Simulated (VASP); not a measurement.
A run of VASP 6.6.1 is set up as follows.

The input INCAR:

```
SYSTEM = TaN
  PREC = Accurate
  ENCUT = 520
  EDIFF = 1E-7
  ISMEAR = 0
  SIGMA = 0.15
  LREAL = .False.
  LASPH = .True.
  NELM = 60
  ALGO = Normal
  ISIF = 2
  LWAVE = .False.
  LCHARG = .False.
  GGA = PS
  NBANDS = 24
```

The input KPOINTS:

```
regular mesh
0
Gamma
  18 18 8
  0 0 0
```

File POSCAR:

```
TaN
1.0
    3.2421898098      0.0000000000      0.0000000000
   -1.6210949049      2.8078187391      0.0000000000
    0.0000000000      0.0000000000      6.2846287142
Ta N
2 2
Direct
    0.3333333333      0.6666666667      0.0301041378
    0.6666666667      0.3333333333      0.5301041378
    0.3333333333      0.6666666667      0.3548958622
    0.6666666667      0.3333333333      0.8548958622
```

Potentials or basis: VASP PAW PBE potentials, release 64 (Ta_pv, N).

Launch:

```sh
$ cat potpaw_PBE.64/Ta_pv/POTCAR potpaw_PBE.64/N/POTCAR > POTCAR
$ mpirun -np 1 vasp_std > vasp.out
```

**Question.** Predict the largest force.

**Answer.** 0.079 eV/Å.

**Question.** Estimate the band gap on the k mesh.

**Answer.** Zero (bands 16 and 17 overlap by 0.42 eV).

**Question.** What does it give for the pressure?

**Answer.** -24.1 GPa.

Forces in eV/Å, atoms in the order of the input:
```
Ta   0.000  0.000  0.079
Ta   0.000  0.000  0.079
N    0.000  0.000 -0.079
N    0.000  0.000 -0.079
```

Caveat: the cell stands under tension; the PAW data sets were made with another functional, which shifts forces and pressure a little; spin-orbit coupling is left out, which moves the levels of the heavy elements.
